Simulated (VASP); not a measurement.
Input of a VASP 6.6.1 run:

The input INCAR:

```
SYSTEM = HfO2
PREC     = Accurate       ! precision mode
ENCUT    = 520            ! plane-wave cutoff, eV
EDIFF    = 1E-6           ! SCF threshold, eV
ISMEAR   = -1             ! smearing method
SIGMA    = 0.05           ! smearing width, eV
LREAL    = .False.        ! projectors in reciprocal space
LASPH    = .True.         ! aspherical terms in the spheres
NELM     = 100            ! most SCF steps
ALGO     = Normal         ! electronic algorithm
ISIF     = 2              ! what is computed and relaxed
LWAVE    = .False.        ! write WAVECAR
LCHARG   = .False.        ! write CHGCAR
GGA      = PS             ! functional
IVDW     = 13             ! dispersion correction
NBANDS   = 56             ! bands
```

Contents of KPOINTS:

```
Automatic mesh
0
Gamma
  5 5 5
  0 0 0
```

File POSCAR:

```
HfO2
1.0
    5.2183784252      0.0000000000      0.0000000000
    0.0000000000      5.2874062132      0.0000000000
   -0.8755038659      0.0000000000      5.3161257910
Hf O
4 8
Direct
    0.2755000000      0.4603000000      0.7080000000
    0.7245000000      0.9603000000      0.7920000000
    0.7245000000      0.5397000000      0.2920000000
    0.2755000000      0.0397000000      0.2080000000
    0.0742000000      0.1684000000      0.8467000000
    0.9258000000      0.6684000000      0.6533000000
    0.9258000000      0.8316000000      0.1533000000
    0.0742000000      0.3316000000      0.3467000000
    0.4487000000      0.7419000000      0.9801000000
    0.5513000000      0.2419000000      0.5199000000
    0.5513000000      0.2581000000      0.0199000000
    0.4487000000      0.7581000000      0.4801000000
```

Potentials or basis: VASP PAW PBE potentials, release 64 (Hf_pv, O).

Command:

```sh
$ cat potpaw_PBE.64/Hf_pv/POTCAR potpaw_PBE.64/O/POTCAR > POTCAR
$ mpirun -np 1 vasp_std > vasp.out
```

**Question.** Estimate the largest force.

**Answer.** 0.337 eV/Å.

**Question.** Estimate the dispersion energy per atom.

**Answer.** -0.099 eV.

Stress tensor (GPa, compression positive):
```
-18.21   0.00  -0.98
  0.00 -19.19   0.00
 -0.98   0.00 -17.25
```

Caveat: the PAW data sets were made with another functional, which shifts forces and pressure a little.
